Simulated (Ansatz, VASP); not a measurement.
# Two plane-wave programs on LuF4

```
Lu F
1.0
     3.98629    0.00000    0.00000
     0.00000    3.98629    0.00000
     0.00000    0.00000    3.98629
Lu F
1 4
Direct
  0.00000 0.00000 0.00000
  0.50000 0.50000 0.50000
  0.00000 0.50000 0.50000
  0.50000 0.00000 0.50000
  0.50000 0.50000 0.00000
```

Alike in both runs: functional PBE; k mesh 4 × 4 × 4; occupations gaussian, width 0.1 eV; no spin polarisation.

Ansatz relaxed the structure, and its values are those at the end. VASP's run is a single point on that final structure, the one shown.

|  | VASP | Ansatz |
| --- | --- | --- |
| version | VASP 6.6.1 | Ansatz 0.2.0 |
| potentials or method | VASP PAW PBE potentials, release 64 (Lu, F), cutoff 520 eV | scalar-relativistic, plane waves, PAW |
| valence electrons in the cell | 53 | 53 |

Ansatz gave:

| Quantity | Value |
| --- | --- |
| gap on the k mesh at the Fermi level (eV) | none |
| pressure (GPa) | 0.0 |

Problem. Estimate VASP's values.

Solution. gap on the k mesh at the Fermi level (eV): none; pressure (GPa): -0.3.

A gap of «none» marks a metal or a gap that the smearing closes. The functional is the same, so the differences come from potentials, cutoffs and numerics.

The k mesh is coarse, so the values compare programs but aren't converged. Neither program's run includes spin-orbit coupling.
